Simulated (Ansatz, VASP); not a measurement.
# One calculation of MgO, two programs

The input POSCAR:

```
MgO
1.0
    3.0143671445      0.0000000000      0.0000000000
   -1.5071830593      2.6105187052      0.0000000000
    0.0000000000      0.0000000000      2.7493130069
Mg O
1 1
Direct
    0.0000000000      0.0000000000      0.0000000000
    0.3333333333      0.6666666667      0.5000000000
```

INCAR.step1

```
SYSTEM = MgO
  PREC = Accurate
  ENCUT = 520
  ISMEAR = 0
  SIGMA = 0.01
  LREAL = .False.
  LASPH = .True.
  NELM = 80
  NBANDS = 11
  GGA = PE
  ALGO = Normal
  EDIFF = 1E-4
  LWAVE = .True.
  LCHARG = .False.
```

File INCAR.step2:

```
SYSTEM = MgO
  PREC = Accurate
  ENCUT = 520
  EDIFF = 1E-6
  ISMEAR = 0
  SIGMA = 0.01
  LREAL = .False.
  LASPH = .True.
  NELM = 80
  ALGO = Normal
  ISIF = 2
  LWAVE = .False.
  LCHARG = .True.
  METAGGA = R2SCAN
  LMIXTAU = .True.
  LELF = .True.
  LVHAR = .True.
  NBANDS = 11
  ISTART = 1
```

File KPOINTS:

```
regular mesh
0
Gamma
  12 12 8
  0 0 0
```

Input for Ansatz:

```yaml
crystal:
  lattice:
    - [3.0143671444986095, 0.0, 0.0]
    - [-1.5071830592565207, 2.610518705220081, 0.0]
    - [0.0, 0.0, 2.7493130068743667]
  atoms:
    - { symbol: Mg, position: [0.0, 0.0, 0.0] }
    - { symbol: O, position: [0.3333333333333333, 0.6666666666666666, 0.5] }
basis:
  ecutwfc: 550.0
kpoints:
  mp_grid:
    grid: [12, 12, 8]
hamiltonian:
  xc: r2scan
  pseudopotentials:
    kind: paw
scf:
  occupations:
    method: fixed
output:
  stress: true
```

Alike in both runs: task single point; functional r2SCAN; k mesh 12 × 12 × 8; no spin polarisation.

|  | VASP | Ansatz |
| --- | --- | --- |
| version | VASP 6.6.1 | Ansatz 0.2.0 |
| potentials or method | VASP PAW PBE potentials, release 64 (Mg, O), cutoff 520 eV | plane waves, PAW |
| occupations | gaussian, width 0.01 eV | fixed |
| valence electrons in the cell | 8 | 16 |

Ansatz gave:

```
pressure (GPa)                                                : -13.9
traceless stress, the component that is largest in VASP (GPa) : -2.02
```

**Question.** What did VASP give for the same quantities?

**Answer.** Pressure (GPa): -14.9; traceless stress, the component that is largest in VASP (GPa): -2.16.

VASP's potentials were made for PBE, not for r2SCAN. VASP's potentials hold 8 valence electrons a cell and Ansatz's 16, so a difference there can come from the potentials and not from the codes.
